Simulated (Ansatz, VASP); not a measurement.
**One calculation of Ti3Al, two programs**

```
Ti Al
1.0
     2.89539    0.00000    0.00000
    -1.44769    2.50748    0.00000
     0.00000    0.00000    9.13832
Ti Al
3 1
Direct
  0.66667 0.33333 0.00000
  0.33333 0.66667 0.75118
  0.33333 0.66667 0.24882
  0.66667 0.33333 0.50000
```

Alike in both runs: task single point; functional r2SCAN; k mesh 18 × 18 × 6; occupations gaussian, width 0.1 eV; no spin polarisation.

|  | VASP | Ansatz |
| --- | --- | --- |
| version | VASP 6.6.1 | Ansatz 0.2.0 |
| potentials or method | VASP PAW PBE potentials, release 64 (Ti_sv, Al), cutoff 520 eV | scalar-relativistic, plane waves, PAW |
| valence electrons in the cell | 39 | 39 |

VASP gave:

- gap on the k mesh at the Fermi level (eV): none
- pressure (GPa): 3.3
- traceless stress, the component that is largest in VASP (GPa): -0.17
- rms of the force components (eV/Å): 0.041

**Question.** Which values does Ansatz return?

**Answer.** gap on the k mesh at the Fermi level (eV): none; pressure (GPa): 3.0; traceless stress, the component that is largest in VASP (GPa): -0.17; rms of the force components (eV/Å): 0.035.

VASP's potentials were made for PBE, not for r2SCAN. Atom by atom the forces differ by 0.006 eV/Å (rms over components). A gap of «none» marks a metal or a gap that the smearing closes. The functional is the same, so the differences come from potentials, cutoffs and numerics.
